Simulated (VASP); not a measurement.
Input of a VASP 6.6.1 run:

The input INCAR:

```
SYSTEM = BiTe3
  PREC = Accurate
  ENCUT = 520
  EDIFF = 1E-7
  ISMEAR = 0
  SIGMA = 0.05
  LREAL = .False.
  LASPH = .True.
  NELM = 150
  ALGO = Normal
  ISIF = 2
  LWAVE = .False.
  LCHARG = .True.
  LNONCOLLINEAR = .True.
  MAGMOM = 0 0 0 0 0 0 0 0 0 0 0 0
  LORBIT = 11
  LSORBIT = .True.
  GGA_COMPAT = .False.
  LORBMOM = .True.
  GGA = PE
  LVHAR = .True.
  NBANDS = 47
```

Contents of KPOINTS:

```
Automatic mesh
0
Gamma
  6 6 6
  0 0 0
```

POSCAR

```
BiTe3
1.0
    6.0412745303      0.0000000000      0.0000000000
    0.0000000000      6.0412745303      0.0000000000
    0.0000000000      0.0000000000      6.0412745303
Bi Te
1 3
Direct
    0.0000000000      0.0000000000      0.0000000000
    0.5000000000      0.0000000000      0.0000000000
    0.0000000000      0.0000000000      0.5000000000
    0.0000000000      0.5000000000      0.0000000000
```

Potentials or basis: VASP PAW PBE potentials, release 64 (Bi_d, Te).

The run is started by

```sh
$ cat potpaw_PBE.64/Bi_d/POTCAR potpaw_PBE.64/Te/POTCAR > POTCAR
$ mpirun -np 1 vasp_ncl > vasp.out
```

Problem. What does it give for the pressure?

Solution. 0.5 GPa.

Problem. Estimate the net moment.

Solution. 0.00 μB per cell.

Moments on the atoms (μB; x, y, z):
```
Bi  0.00 0.00 0.00
Te  0.00 0.00 0.00
Te  0.00 0.00 0.00
Te  0.00 0.00 0.00
```
